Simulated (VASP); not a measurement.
# BeTe (Fm-3m) in VASP: a series of runs

Aim: see how the results for BeTe move with the level of theory and the settings. Levels: PBE-based screened hybrid with 25 % exact exchange, PBE0. Tasks: single point.

Program: VASP 6.6.1. These are calculated values, not measurements. Logs are shortened: lines on timing, memory, paths and dates and some standing lists are left out, and cuts for length are marked.

## (1) The cell of the first run

Symmetry: Fm-3m, No. 225, cubic system. Conventional cell: a = 5.361 Å, b = 5.361 Å, c = 5.361 Å, α = 90.00°, β = 90.00°, γ = 90.00°. Within 3.5 Å of Be (site symmetry m-3m) lie 6 Te at 2.68 Å. Within 3.5 Å of Te (site symmetry m-3m) lie 6 Be at 2.68 Å.

## (2) Single point, PBE-based screened hybrid with 25 % exact exchange

The input, POSCAR:

```
BeTe
1.0
    0.0000000000      2.6803100000      2.6803100000
    2.6803100000      0.0000000000      2.6803100000
    2.6803100000      2.6803100000      0.0000000000
Be Te
1 1
Direct
    0.5000000000      0.5000000000      0.5000000000
    0.0000000000      0.0000000000      0.0000000000
```

The input, INCAR.step1:

```
PREC = Accurate ; ENCUT = 520
EDIFF = 1E-5 ; ISMEAR = -1
SIGMA = 0.05 ; LREAL = F
LASPH = T ; NELM = 100
ALGO = Normal ; ISIF = 2
LWAVE = T ; LCHARG = F
NBANDS = 11 ; GGA = PE
```

The input, INCAR.step2:

```
PREC = Accurate ; ENCUT = 520
EDIFF = 1E-7 ; ISMEAR = -1
SIGMA = 0.05 ; LREAL = F
LASPH = T ; NELM = 100
ALGO = Normal ; ISIF = 2
LWAVE = F ; LCHARG = F
GGA = PE ; LHFCALC = T
AEXX = 0.25 ; HFSCREEN = 0.6
PRECFOCK = Normal ; NBANDS = 11
ISTART = 1
```

The input, KPOINTS:

```
Automatic mesh
0
Gamma
  5 5 5
```

Potentials or basis: VASP PAW PBE potentials, release 64 (Be, Te).

The run is started by

```
$ cat potpaw_PBE.64/Be/POTCAR potpaw_PBE.64/Te/POTCAR > POTCAR
$ cp INCAR.step1 INCAR
$ mpirun -np 1 vasp_std > vasp.out
$ cp INCAR.step2 INCAR
$ mpirun -np 1 vasp_std > vasp.out
```

OUTCAR:

```text
PREC = Accurate
   ENCUT = 520
   EDIFF = 1E-7
   ISMEAR = -1
   LREAL = F
   LASPH = T
   NELM = 100
   ISIF = 2
   GGA = PE
   LHFCALC = T
   AEXX = 0.25
   HFSCREEN = 0.6
   PRECFOCK = Normal
   ISTART = 1

 ion  position               nearest neighbor table
   1  0.500  0.500  0.500-   2 2.68   2 2.68   2 2.68   2 2.68   2 2.68   2 2.68
   2  0.000  0.000  0.000-   1 2.68   1 2.68   1 2.68   1 2.68   1 2.68   1 2.68

  LATTYP: Found a face centered cubic cell.
 ALAT       =     5.3606200000

  Lattice vectors:

 A1 = (   0.0000000000,   2.6803100000,   2.6803100000)
 A2 = (   2.6803100000,   0.0000000000,   2.6803100000)
 A3 = (   2.6803100000,   2.6803100000,   0.0000000000)

Analysis of symmetry for initial positions (statically):
=====================================================================
 Subroutine PRICEL returns:
 Original cell was already a primitive cell.

 Routine SETGRP: Setting up the symmetry group for a
 face centered cubic supercell.

 Subroutine GETGRP returns: Found 48 space group operations
 (whereof 48 operations were pure point group operations)
 out of a pool of 48 trial point group operations.

The static configuration has the point symmetry O_h .

Analysis of symmetry for dynamics (positions and initial velocities):
=====================================================================
 Subroutine PRICEL returns:
 Original cell was already a primitive cell.

 Routine SETGRP: Setting up the symmetry group for a
 face centered cubic supercell.

 Subroutine GETGRP returns: Found 48 space group operations
 (whereof 48 operations were pure point group operations)
 out of a pool of 48 trial point group operations.

The dynamic configuration has the point symmetry O_h .

 Subroutine INISYM returns: Found 48 space group operations
 (whereof 48 operations are pure point group operations),
 and found     1 'primitive' translations

----------------------------------------------------------------------------------------

                                     Primitive cell

  volume of cell :      38.5110

  direct lattice vectors                    reciprocal lattice vectors
     0.000000000  2.680310000  2.680310000    -0.186545586  0.186545586  0.186545586
     2.680310000  0.000000000  2.680310000     0.186545586 -0.186545586  0.186545586
     2.680310000  2.680310000  0.000000000     0.186545586  0.186545586 -0.186545586

  length of vectors
     3.790530753  3.790530753  3.790530753     0.323106433  0.323106433  0.323106433

  position of ions in fractional coordinates (direct lattice)
     0.500000000  0.500000000  0.500000000
     0.000000000  0.000000000  0.000000000

  ion indices of the primitive-cell ions
   primitive index   ion index
                 1           1
                 2           2

----------------------------------------------------------------------------------------

 KPOINTS: Automatic mesh

Automatic generation of k-mesh.
 Grid dimensions read from file:
 generate k-points for:    5    5    5

 Generating k-lattice:

  Cartesian coordinates                     Fractional coordinates (reciprocal lattice)
    -0.037309117  0.037309117  0.037309117     0.200000000  0.000000000  0.000000000
     0.037309117 -0.037309117  0.037309117     0.000000000  0.200000000  0.000000000
     0.037309117  0.037309117 -0.037309117     0.000000000  0.000000000  0.200000000

  Length of vectors
     0.064621287  0.064621287  0.064621287

  Shift w.r.t. Gamma in fractional coordinates (k-lattice)
     0.000000000  0.000000000  0.000000000

 Subroutine IBZKPT returns following result:
 ===========================================

 Found     10 irreducible k-points:

 Following reciprocal coordinates:
            Coordinates               Weight
  0.000000  0.000000  0.000000      1.000000
  0.200000  0.000000  0.000000      8.000000
  0.400000  0.000000  0.000000      8.000000
  0.200000  0.200000  0.000000      6.000000
  0.400000  0.200000  0.000000     24.000000
 -0.400000  0.200000  0.000000     24.000000
 -0.200000  0.200000  0.000000     12.000000
  0.400000  0.400000  0.000000      6.000000
 -0.400000  0.400000  0.000000     12.000000
 -0.400000  0.400000  0.200000     24.000000
   k-points           NKPTS =     10   k-points in BZ     NKDIM =    125   number of bands    NBANDS=     11
   number of dos      NEDOS =    301   number of ions     NIONS =      2
   total plane-waves  NPLWV =  21952
   dimension x,y,z NGX =    28 NGY =   28 NGZ =   28
   dimension x,y,z NGXF=    56 NGYF=   56 NGZF=   56
   ions per type =               1   1
   NGX,Y,Z   is equivalent  to a cutoff of  12.28, 12.28, 12.28 a.u.
   NGXF,Y,Z  is equivalent  to a cutoff of  24.56, 24.56, 24.56 a.u.
 SYSTEM =  unknown system
   PREC   = accura    normal or accurate (medium, high low for compatibility)
   ISTART =      1    job   : 0-new  1-cont  2-samecut
   ICHARG =      0    charge: 1-file 2-atom 10-const
   ISPIN  =      1    spin polarized calculation?
   LNONCOLLINEAR =      F non collinear calculations
   LSORBIT =      F    spin-orbit coupling
   LASPH  =      T    aspherical Exc in radial PAW
   ENCUT  =  520.0 eV  38.22 Ry    6.18 a.u.   7.05  7.05  7.05*2*pi/ulx,y,z
   NELM   =    100;   NELMIN=  2; NELMDL=  0     # of ELM steps
   EDIFF  = 0.1E-06   stopping-criterion for ELM
   LREAL  =      F    real-space projection
   EDIFFG = 0.1E-05   stopping-criterion for IOM
   NSW    =      0    number of steps for IOM
   IBRION =     -1    ionic relax: 0-MD 1-quasi-New 2-CG
   NFREE  =      0    steps in history (QN), initial steepest desc. (CG)
   ISIF   =      2    stress and relaxation
   ISYM   =      3    0-nonsym 1-usesym 2-fastsym
   POTIM  = 0.5000    time-step for ionic-motion
   TEBEG  =    0.0;   TEEND  =   0.0 temperature during run
   PSTRESS=    0.0 pullay stress
   NELECT =       8.0000    total number of electrons
   NUPDOWN=      -1.0000    fix difference up-down
   EMIN   =  10.00;   EMAX   =-10.00  energy-range for DOS
   EFERMI =   0.00;   METHOD = LEGACY
   ISMEAR =    -1;   SIGMA  =   0.05  broadening in eV -4-tet -1-fermi 0-gaus
   EFERMI_NEDOS =   21; number of points for ismear=-14 and -15
   IALGO  =     38    algorithm
   IMIX   =      1    mixing-type and parameters
     AMIX     =   0.40;   BMIX     =  1.00
     AMIX_MAG =   1.60;   BMIX_MAG =  1.00
  volume/ion in A,a.u.               =      19.26       129.94
  Fermi-wavevector in a.u.,A,eV,Ry     =   0.969564  1.832210 12.790215  0.940054
  Thomas-Fermi vector in A             =   2.099627
   LORBIT       =      0    0 simple, 1 ext, 2 COOP (PROOUT), +10 PAW based schemes
   GGA     = PE    functional components
   LHFCALC =     T    Hartree Fock is set to
   PRECFOCK=normal    Normal, Fast or Accurate (Low or Medium for compatibility)
   ENCUT4O =  -1.0   cutoff for four orbital integrals eV
   NKREDX  =     1    reduce k-point grid by
   NKREDY  =     1    reduce k-point grid by
   NKREDZ  =     1    reduce k-point grid by
   AEXX    =    0.2500 exact exchange contribution
   HFSCREEN=    0.6000 screening length (either q_TF or 0.3 A-1)
   HFSCREENC=   0.6000 screening length for correlation (either q_TF or 0.3 A-1)
   ENCUTFOCK=  -1.0 apply spherical cutoff to Coloumb kernel
   IVDW    =     0    specifies the selected vdW correction
   LEPSILON=     F    determine dielectric tensor
   LRPA    =     F    only Hartree local field effects (RPA)
 non-spin polarized calculation
  energy-cutoff  :      520.00
  volume of cell :       38.51
 maximum number of plane-waves:      1047
  NGX = 24; NGY = 24; NGZ = 24

 number of electron       8.0000000 magnetization

 Free energy of the ion-electron system (eV)
  ---------------------------------------------------
  ext. energy  EPLUGINS =         0.00000000
  ---------------------------------------------------
  free energy    TOTEN  =        -6.93383805 eV

  energy without entropy =       -6.92658834  energy(sigma->0) =       -6.93021320

 E-fermi :   7.2470     XC(G=0):  -8.8094

 val. band max:        6.8929471985   @ k =   0.0000   0.0000   0.0000
 cond. band min:       7.2487559822   @ k =  -0.2000   0.2000   0.0000
 fundamental gap:      0.3558087838
 Fermi energy:         7.2469831603

 k-point     1 :       0.0000    0.0000    0.0000
  band No.  band energies     occupation
      1      -6.8812      2.00000
      2       6.8929      1.99832
      3       6.8929      1.99832
      4       6.8929      1.99832
      5      10.3581      0.00000
      6      13.8480      0.00000
      7      13.8480      0.00000
      8      13.8480      0.00000
      9      14.2521      0.00000
     10      14.2521      0.00000
     11      14.2521      0.00000

 k-point     2 :       0.2000    0.0000    0.0000
  band No.  band energies     occupation
      1      -6.3636      2.00000
      2       3.9394      2.00000
      3       6.8145      1.99965
      4       6.8145      1.99965
      5      11.0271      0.00000
      6      11.8254      0.00000
      7      11.8254      0.00000
      8      13.5697      0.00000
      9      14.8029      0.00000
     10      15.4598      0.00000
     11      15.4598      0.00000

 k-point     3 :       0.4000    0.0000    0.0000
  band No.  band energies     occupation
      1      -5.1413      2.00000
      2       0.6407      2.00000
      3       6.8408      1.99941
      4       6.8408      1.99941
      5       9.9369      0.00000
      6       9.9369      0.00000
      7      10.3876      0.00000
      8      13.1066      0.00000
      9      18.1416      0.00000
     10      18.6066      0.00000
     11      18.6066      0.00000

 k-point     4 :       0.2000    0.2000    0.0000
  band No.  band energies     occupation
      1      -6.1855      2.00000
      2       4.7813      2.00000
      3       5.5892      2.00000
      4       5.5892      2.00000
      5       9.3651      0.00000
      6      12.0998      0.00000
      7      13.3685      0.00000
      8      14.5147      0.00000
      9      14.5147      0.00000
     10      17.1021      0.00000
     11      17.1021      0.00000

 k-point     5 :       0.4000    0.2000    0.0000
  band No.  band energies     occupation
      1      -5.1430      2.00000
      2       1.8468      2.00000
      3       4.8897      2.00000
      4       5.1812      2.00000
      5       8.3535      0.00000
      6      12.8093      0.00000
      7      13.0811      0.00000
      8      13.7987      0.00000
      9      15.2912      0.00000
     10      19.8952      0.00000
     11      20.1097      0.00000

 k-point     6 :      -0.4000    0.2000    0.0000
  band No.  band energies     occupation
      1      -4.5201      2.00000
      2       0.6259      2.00000
      3       3.7975      2.00000
      4       5.8674      2.00000
      5       8.9033      0.00000
      6      11.2781      0.00000
      7      13.2571      0.00000
      8      15.3022      0.00000
      9      17.0253      0.00000
     10      17.7708      0.00000
     11      18.4718      0.00000

 k-point     7 :      -0.2000    0.2000    0.0000
  band No.  band energies     occupation
      1      -5.5738      2.00000
      2       2.5722      2.00000
      3       4.1574      2.00000
      4       7.2488      0.98227
      5      10.1712      0.00000
      6      10.2640      0.00000
      7      13.1280      0.00000
      8      14.4962      0.00000
      9      15.3038      0.00000
     10      15.7619      0.00000
     11      20.0278      0.00000

 k-point     8 :       0.4000    0.4000    0.0000
  band No.  band energies     occupation
      1      -4.4599      2.00000
      2       1.5942      2.00000
      3       4.2074      2.00000
      4       4.2074      2.00000
      5       6.5399      2.00000
      6      10.5787      0.00000
      7      16.1308      0.00000
      8      16.1308      0.00000
      9      18.0192      0.00000
     10      20.0411      0.00000
     11      21.9259      0.00000

 k-point     9 :      -0.4000    0.4000    0.0000
  band No.  band energies     occupation
      1      -3.9705      2.00000
      2       1.2488      2.00000
      3       2.3480      2.00000
      4       4.4556      2.00000
      5       7.4783      0.01940
      6      12.2614      0.00000
      7      14.4266      0.00000
      8      15.8147      0.00000
      9      18.3488      0.00000
     10      19.3261      0.00000
     11      20.2523      0.00000

 k-point    10 :      -0.4000    0.4000    0.2000
  band No.  band energies     occupation
      1      -4.2267      2.00000
      2       1.5251      2.00000
      3       2.7185      2.00000
      4       3.8232      2.00000
      5       9.6372      0.00000
      6      11.5162      0.00000
      7      13.6320      0.00000
      8      16.7233      0.00000
      9      16.8322      0.00000
     10      17.2148      0.00000
     11      21.1778      0.00000

------------------------ aborting loop because EDIFF is reached ----------------------------------------

  FORCE on cell =-STRESS in cart. coord.  units (eV):
  Direction    XX          YY          ZZ          XY          YZ          ZX
  --------------------------------------------------------------------------------------
  -------------------------------------------------------------------------------------
  Total       -0.0368217     -0.0368217     -0.0368217      0.0000000      0.0000000     -0.0000000
  in kB       -1.5318952     -1.5318952     -1.5318952      0.0000000      0.0000000     -0.0000000
  external PRESSURE =      -1.5318952 kB  Pullay stress =       0.0000000 kB

 VOLUME and BASIS-vectors are now :
 -----------------------------------------------------------------------------
  energy-cutoff  :      520.00
  volume of cell :       38.51
      direct lattice vectors                 reciprocal lattice vectors
     0.000000000  2.680310000  2.680310000    -0.186545586  0.186545586  0.186545586
     2.680310000  0.000000000  2.680310000     0.186545586 -0.186545586  0.186545586
     2.680310000  2.680310000  0.000000000     0.186545586  0.186545586 -0.186545586

 POSITION                                       TOTAL-FORCE (eV/Angst)
 -----------------------------------------------------------------------------------
      2.68031      2.68031      2.68031         0.000000     -0.000000      0.000000
      0.00000      0.00000      0.00000        -0.000000      0.000000     -0.000000
 -----------------------------------------------------------------------------------
    total drift:                                0.000000      0.000000      0.000000

  FREE ENERGIE OF THE ION-ELECTRON SYSTEM (eV)
  ---------------------------------------------------
  free  energy   TOTEN  =        -6.9338380532 eV

  energy  without entropy=       -6.9265883436  energy(sigma->0) =       -6.93021320
```

It took 12 min on 1 thread of AMD EPYC 7R43 (Zen 3), shared host; peak memory 0.24 GiB.

What came out:

```
Free energy            : -6.9338 eV
Pressure               : -0.2 GPa
Band gap on the k mesh : zero (bands 4 and 5 overlap by 0.71 eV)
```

Caveat: the k points lie up to 0.41 Å⁻¹ apart, too coarse for converged energies and pressures of a metal; the PAW data sets were made with another functional, which shifts forces and pressure a little; spin-orbit coupling is left out, which moves the levels of the heavy elements.

## (3) Single point, PBE0

POSCAR is that of step 2.

The input, INCAR.step1:

```
SYSTEM = BeTe
PREC = Accurate ; ENCUT = 520
EDIFF = 1E-5 ; ISMEAR = -1
SIGMA = 0.05 ; LREAL = .False.
LASPH = .True. ; NELM = 100
ALGO = Normal ; ISIF = 2
LWAVE = .True. ; GGA = PE
NBANDS = 11
```

The input, INCAR.step2:

```
SYSTEM = BeTe
PREC = Accurate ; ENCUT = 520
EDIFF = 1E-6 ; ISMEAR = -1
SIGMA = 0.05 ; LREAL = .False.
LASPH = .True. ; NELM = 100
ALGO = Normal ; ISIF = 2
LWAVE = .False. ; LCHARG = .True.
GGA = PE ; LHFCALC = .True.
AEXX = 0.25 ; PRECFOCK = Normal
LELF = .True. ; LVHAR = .True.
ISTART = 1 ; NBANDS = 11
```

The input, KPOINTS:

```
regular mesh
0
Gamma
  5 5 5
  0 0 0
```

Potentials or basis: VASP PAW PBE potentials, release 64 (Be, Te).

The run is started by

```
$ cat potpaw_PBE.64/Be/POTCAR potpaw_PBE.64/Te/POTCAR > POTCAR
$ cp INCAR.step1 INCAR
$ mpirun -np 1 vasp_std > vasp.out
$ cp INCAR.step2 INCAR
$ mpirun -np 1 vasp_std > vasp.out
```

Run time: 8.5 min. Hardware: 1 thread of AMD EPYC 7R43 (Zen 3), shared host; peak memory 0.14 GiB.

The run converged. Its results:

* Free energy: -8.1015 eV
* Pressure: -1.0 GPa
* Band gap on the k mesh: zero (bands 4 and 5 overlap by 0.71 eV)

Levels at points of the mesh, in eV from the Fermi level:
```tsv
k point	band 2	band 3	band 4	band 5	band 6	band 7
(0.00, 0.00, 0.00)	-0.73	-0.73	-0.73	3.95	7.67	7.67
```

Caveat: the k points lie up to 0.41 Å⁻¹ apart, too coarse for converged energies and pressures of a metal; the PAW data sets were made with another functional, which shifts forces and pressure a little; spin-orbit coupling is left out, which moves the levels of the heavy elements.

The gap in the log of VASP goes by the Fermi energy; the results here count the filled bands.